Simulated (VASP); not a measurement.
Here is a VASP 6.6.1 calculation.

INCAR

```
SYSTEM = HfC
PREC = Accurate
ENCUT = 520
EDIFF = 1E-8
ISMEAR = -1
SIGMA = 0.05
LREAL = .False.
LASPH = .True.
NELM = 80
ALGO = Normal
ISIF = 2
LWAVE = .False.
LCHARG = .False.
GGA = CA
LEFG = .True.
NBANDS = 14
```

KPOINTS

```
regular mesh
0
Gamma
  12 12 12
  0 0 0
```

POSCAR

```
HfC
1.0
    0.0000000000      2.3403977997      2.3403977997
    2.3403977997      0.0000000000      2.3403977997
    2.3403977997      2.3403977997      0.0000000000
Hf C
1 1
Direct
    0.5000000000      0.5000000000      0.5000000000
    0.0000000000      0.0000000000      0.0000000000
```

Potentials or basis: VASP PAW LDA potentials, release 64 (Hf_pv, C).

Launch:

```bash
$ cat potpaw_LDA.64/Hf_pv/POTCAR potpaw_LDA.64/C/POTCAR > POTCAR
$ mpirun -np 1 vasp_std > vasp.out
```

Q: Predict the pressure.

A: -15.7 GPa.

Q: Estimate the band gap on the k mesh.

A: Zero (band 7 reaches 6.71 eV, above the bottom of band 8 at 5.29 eV).

Caveat: without QUAD_EFG the Cq values of the log hold for a quadrupole moment of 1 mb, not for the nuclei; spin-orbit coupling is left out, which moves the levels of the heavy elements.
